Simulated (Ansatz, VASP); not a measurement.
Sr: VASP beside Ansatz

```xyz
2
Lattice="-3.6083 3.6181 1.9519 3.6052 -3.6064 1.9246 3.6103 3.6084 -1.9304" Properties=species:S:1:pos:R:3 pbc="T T T"
Sr   -0.0047    3.5590    1.0571
Sr    0.0049    0.0572   -0.0772
```

Change from the starting cell: all atoms moved at random, cell strained at random.

Alike in both runs: task single point; functional PBE; k mesh 12 × 12 × 8; occupations gaussian, width 0.1 eV; no spin polarisation.

|  | VASP | Ansatz |
| --- | --- | --- |
| version | VASP 6.6.1 | Ansatz 0.2.0 |
| potentials or method | VASP PAW PBE potentials, release 64 (Sr_sv), cutoff 520 eV | scalar-relativistic, plane waves, PAW |
| valence electrons in the cell | 20 | 20 |

|  | VASP | Ansatz | Ansatz less VASP |
| --- | --- | --- | --- |
| gap on the k mesh at the Fermi level (eV) | none | none | - |
| pressure (GPa) | 0.9 | 0.9 | 0.00 |
| traceless stress, the component that is largest in VASP (GPa) | -0.32 | -0.32 | -0.001 |
| rms of the force components (eV/Å) | 0.146 | 0.146 | -0.0001 |

Atom by atom the forces differ by 0.000 eV/Å (rms over components). A gap of «none» marks a metal or a gap that the smearing closes.
